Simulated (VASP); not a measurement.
Set up this calculation in VASP 6.6.1, as the native input.

* Task: single point
* Functional: r2SCAN
* Potentials or basis: VASP PAW PBE potentials, release 64 (C, Si)
* Cutoff: 520 eV
* k mesh: 20 × 20 × 20
* Occupations: gaussian, width 0.05 eV
* Spin: no spin polarisation
* Dipole correction: no
* Further INCAR settings: ALGO = Normal; EDIFF = 1e-06; NBANDS = 11

SiC:

```
CELL_PARAMETERS angstrom
0.00000 1.95769 1.95769
1.95769 0.00000 1.95769
1.95769 1.95769 0.00000
ATOMIC_POSITIONS crystal
C 0.00000 0.00000 0.00000
Si 0.50000 0.50000 0.50000
```

These files were run (other wordings do the same):

POSCAR

```
SiC
1.0
    0.0000000000      1.9576858131      1.9576858131
    1.9576858131      0.0000000000      1.9576858131
    1.9576858131      1.9576858131      0.0000000000
C Si
1 1
Direct
    0.0000000000      0.0000000000      0.0000000000
    0.5000000000      0.5000000000      0.5000000000
```

INCAR.step1

```
SYSTEM = SiC
PREC = Accurate
ENCUT = 520
ISMEAR = 0
SIGMA = 0.05
LREAL = .FALSE.
LASPH = .TRUE.
NELM = 100
NBANDS = 11
GGA = PE
ALGO = Normal
EDIFF = 1E-4
LWAVE = .TRUE.
LCHARG = .FALSE.
```

INCAR.step2

```
SYSTEM = SiC
PREC = Accurate
ENCUT = 520
EDIFF = 1E-6
ISMEAR = 0
SIGMA = 0.05
LREAL = .FALSE.
LASPH = .TRUE.
NELM = 100
ALGO = Normal
ISIF = 2
LWAVE = .FALSE.
LCHARG = .FALSE.
METAGGA = R2SCAN
LMIXTAU = .TRUE.
NBANDS = 11
ISTART = 1
```

KPOINTS

```
regular mesh
0
G
  20 20 20
  0 0 0
```

Potentials or basis: VASP PAW PBE potentials, release 64 (C, Si).

Run with:

```console
$ cat potpaw_PBE.64/C/POTCAR potpaw_PBE.64/Si/POTCAR > POTCAR
$ cp INCAR.step1 INCAR
$ mpirun -np 1 vasp_std > vasp.out
$ cp INCAR.step2 INCAR
$ mpirun -np 1 vasp_std > vasp.out
```

Results of the run:

```yaml
Pressure: 27.5 GPa
```

Caveat: the cell stands under pressure; the PAW data sets were made with another functional, which shifts forces and pressure a little.

Run time: 3.3 min on 1 thread of Intel Xeon 8259CL (shared host), peak memory 0.17 GiB.
